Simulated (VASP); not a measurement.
Here is a VASP 6.6.1 calculation.

The input POSCAR:

```
Ga4SbP3
1.0
    3.9355600108      0.0000000000      0.0000000000
    0.0000000000      3.9355600108      0.0000000000
    0.0000000000      0.0000000000     11.1226481237
P Ga Sb
3 4 1
Direct
    0.0000000000      0.0000000000      0.2362129914
    0.5000000000      0.5000000000      0.0000000000
    0.0000000000      0.0000000000      0.7637870086
    0.0000000000      0.5000000000      0.1179434639
    0.5000000000      0.0000000000      0.8820565361
    0.0000000000      0.5000000000      0.6459349221
    0.5000000000      0.0000000000      0.3540650779
    0.5000000000      0.5000000000      0.5000000000
```

INCAR.step1

```
SYSTEM = Ga4SbP3
PREC     = Accurate       ! precision mode
ENCUT    = 520            ! plane-wave cutoff, eV
ISMEAR   = 0              ! smearing method
SIGMA    = 0.01           ! smearing width, eV
LREAL    = .False.        ! projectors in reciprocal space
LASPH    = .True.         ! aspherical terms in the spheres
NELM     = 100            ! most SCF steps
NBANDS   = 46             ! bands
GGA      = PE             ! functional
ALGO     = Normal         ! electronic algorithm
EDIFF    = 1E-4           ! SCF threshold, eV
LWAVE    = .True.         ! write WAVECAR
LCHARG   = .False.        ! write CHGCAR
```

File INCAR.step2:

```
SYSTEM = Ga4SbP3
PREC     = Accurate       ! precision mode
ENCUT    = 520            ! plane-wave cutoff, eV
EDIFF    = 1E-6           ! SCF threshold, eV
ISMEAR   = 0              ! smearing method
SIGMA    = 0.01           ! smearing width, eV
LREAL    = .False.        ! projectors in reciprocal space
LASPH    = .True.         ! aspherical terms in the spheres
NELM     = 100            ! most SCF steps
ALGO     = Normal         ! electronic algorithm
ISIF     = 2              ! what is computed and relaxed
LWAVE    = .False.        ! write WAVECAR
LCHARG   = .False.        ! write CHGCAR
METAGGA  = R2SCAN         ! meta-GGA
LMIXTAU  = .True.       
NBANDS   = 46             ! bands
ISTART   = 1
```

KPOINTS

```
Automatic mesh
0
Gamma
  6 6 2
  0 0 0
```

Potentials or basis: VASP PAW PBE potentials, release 64 (P, Ga_d, Sb).

Run with:

```bash
$ cat potpaw_PBE.64/P/POTCAR potpaw_PBE.64/Ga_d/POTCAR potpaw_PBE.64/Sb/POTCAR > POTCAR
$ cp INCAR.step1 INCAR
$ mpirun -np 1 vasp_std > vasp.out
$ cp INCAR.step2 INCAR
$ mpirun -np 1 vasp_std > vasp.out
```

Predict the band gap on the k mesh.

1.09 eV (least direct gap 1.11 eV).

Estimate the pressure.

2.5 GPa.

Forces on the atoms (eV/Å):
```
P    0.000  0.000  0.007
P    0.000  0.000  0.000
P    0.000  0.000 -0.007
Ga   0.000  0.000  0.015
Ga   0.000  0.000 -0.015
Ga   0.000  0.000  0.062
Ga   0.000  0.000 -0.062
Sb   0.000  0.000  0.000
```

Caveat: the PAW data sets were made with another functional, which shifts forces and pressure a little; spin-orbit coupling is left out, which moves the levels of the heavy elements. A k mesh can miss the band edges.
